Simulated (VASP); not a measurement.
## ZnS: electric field gradients with r2SCAN

Crystal: ZnS.

```
Zn S
1.0
     3.80796    0.00000    0.00000
    -1.90398    3.29779    0.00000
     0.00000    0.00000   18.67874
Zn S
6 6
Direct
  0.33333 0.66667 0.83326
  0.66667 0.33333 0.33326
  0.66667 0.33333 0.66686
  0.33333 0.66667 0.16686
  0.00000 0.00000 0.49994
  0.00000 0.00000 0.99994
  0.33333 0.66667 0.95812
  0.66667 0.33333 0.45812
  0.66667 0.33333 0.79171
  0.33333 0.66667 0.29171
  0.00000 0.00000 0.62511
  0.00000 0.00000 0.12511
```

```yaml
Program: VASP 6.6.1
Task: electric field gradients
Functional: r2SCAN
Potentials_or_basis: VASP PAW PBE potentials, release 64 (Zn, S)
Cutoff: 520 eV
k_mesh: 8 × 8 × 2
Occupations: fermi-dirac, width 0.02 eV
Spin: no spin polarisation
Dipole_correction: no
Further_INCAR_settings: ALGO = Normal; EDIFF = 1e-08; NBANDS = 66
```

| Item | Value |
| --- | --- |
| Pressure | 0.1 GPa |
| Largest force | 0.005 eV/Å |
| Band gap on the k mesh | 2.74 eV, direct |

Forces in eV/Å, atoms in the order of the input:
```
Zn   0.000  0.000  0.000
Zn   0.000  0.000  0.000
Zn   0.000  0.000 -0.005
Zn   0.000  0.000 -0.005
Zn   0.000  0.000 -0.005
Zn   0.000  0.000 -0.005
S    0.000  0.000  0.005
S    0.000  0.000  0.005
S    0.000  0.000  0.002
S    0.000  0.000  0.002
S    0.000  0.000  0.002
S    0.000  0.000  0.002
```

Levels at points of the mesh, in eV from the valence-band top:
| k point | band 52 | band 53 | band 54 | band 55 | band 56 | band 57 |
| --- | --- | --- | --- | --- | --- | --- |
| (0.00, 0.00, 0.00) | -0.03 | 0.00 | 0.00 | 2.74 | 3.74 | 3.80 |
| (0.50, 0.00, 0.00) | -1.30 | -1.13 | -0.91 | 3.86 | 3.94 | 4.02 |
| (0.00, 0.00, 0.50) | -0.07 | -0.07 | -0.07 | 3.20 | 3.20 | 3.80 |
| (0.50, 0.00, 0.50) | -1.25 | -1.02 | -1.02 | 3.77 | 3.77 | 4.27 |

Electric field gradients, principal values (V/Å²):
```csv
atom,least,middle,greatest (by size)
1 Zn,-0.205,-0.218,0.423
2 Zn,-0.205,-0.218,0.423
3 Zn,-0.220,-0.233,0.452
4 Zn,-0.220,-0.233,0.452
5 Zn,0.110,0.111,-0.221
6 Zn,0.110,0.111,-0.221
7 S,-0.303,-0.304,0.608
8 S,-0.303,-0.304,0.608
9 S,-0.026,-0.027,0.053
10 S,-0.026,-0.027,0.053
11 S,-1.086,-1.088,2.174
12 S,-1.086,-1.088,2.174
```

It took 27 min on 1 thread of Intel Xeon 6975P-C, with other jobs on the host, peak memory 0.51 GiB.

Caveat: without QUAD_EFG the Cq values of the log hold for a quadrupole moment of 1 mb, not for the nuclei; the PAW data sets were made with another functional, which shifts forces and pressure a little. A k mesh can miss the band edges.
